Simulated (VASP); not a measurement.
Crystal: NiSb.

```
CELL_PARAMETERS angstrom
3.92800 0.00000 0.00000
-1.96400 3.40175 0.00000
0.00000 0.00000 5.12000
ATOMIC_POSITIONS crystal
Sb 0.66667 0.33333 0.75000
Sb 0.33333 0.66667 0.25000
Ni 0.00000 0.00000 0.50000
Ni 0.00000 0.00000 0.00000
```

Base run:

| Item | Value |
| --- | --- |
| Program | VASP 6.6.1 |
| Functional | r2SCAN |
| Potentials or basis | VASP PAW PBE potentials, release 64 (Sb, Ni) |
| Cutoff | 520 eV |
| k mesh | 8 × 8 × 5 |
| Occupations | fermi-dirac, width 0.05 eV |
| Spin | collinear spin, ferromagnetic start |
| Starting moments | [0.0, 0.0, 1.0, 1.0] μB |
| Hubbard terms | Ni d U = 5.0 eV |

Its results: pressure -4.1 GPa; net moment 0.00 μB per cell.

**Question.** The run is repeated on the same cell with these changes: hubbard terms from Ni d U = 5.0 eV to Ni d U = 8.0 eV; further incar settings from ALGO = Normal; EDIFF = 1e-06; NBANDS = 27 to ALGO = Normal; EDIFF = 1e-07; NBANDS = 27. What comes out?

**Answer.** Pressure -6.9 GPa; net moment 0.06 μB per cell; site moments Sb -0.00; Ni +0.04 μB.

Caveats: the cell stands under tension; the moments typed at the start vanished in this run; the PAW data sets were made with another functional, which shifts forces and pressure a little; the U is typed as a test and isn't derived for this compound.
